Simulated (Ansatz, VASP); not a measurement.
LiNbO3 in VASP and in Ansatz

```xyz
10
Lattice="2.5656 1.4813 4.6510 -2.5656 1.4813 4.6510 0.0000 -2.9625 4.6510" Properties=species:S:1:pos:R:3 pbc="T T T"
Li    0.0000    0.0000    4.2179
Li    0.0000    0.0000   11.1943
Nb    0.0000    0.0000    0.2789
Nb    0.0000    0.0000    7.2554
O    -0.6518   -1.4363    5.8087
O     1.5698    0.1536    5.8087
O    -0.9179    1.2826    5.8087
O    -1.6477   -0.1986    8.1342
O     0.6518    1.5262    8.1342
O     0.9958   -1.3276    8.1342
```

Alike in both runs: functional r2SCAN; k mesh 4 × 4 × 4; no spin polarisation.

Ansatz relaxed the structure, and its values are those at the end. VASP's run is a single point on that final structure, the one shown.

```csv
,VASP,Ansatz
version,VASP 6.6.1,Ansatz 0.2.0
potentials or method,"VASP PAW PBE potentials, release 64 (Li_sv, Nb_sv, O)","scalar-relativistic, plane waves, PAW"
plane-wave cutoff (eV),520,500
occupations,"gaussian, width 0.01 eV",fixed
valence electrons in the cell,68,68
```

Ansatz gave:

```
gap on the k mesh at the Fermi level (eV) : 4.04
least direct gap on the mesh (eV)         : 4.07
rms of the force components (eV/Å)        : 0.000
```

Task: Estimate VASP's values.

Result: gap on the k mesh at the Fermi level (eV): 4.02; least direct gap on the mesh (eV): 4.06; rms of the force components (eV/Å): 0.015.

VASP's potentials were made for PBE, not for r2SCAN.

Noted on VASP's run: the cutoff is short for stress, so the pressure is rough.
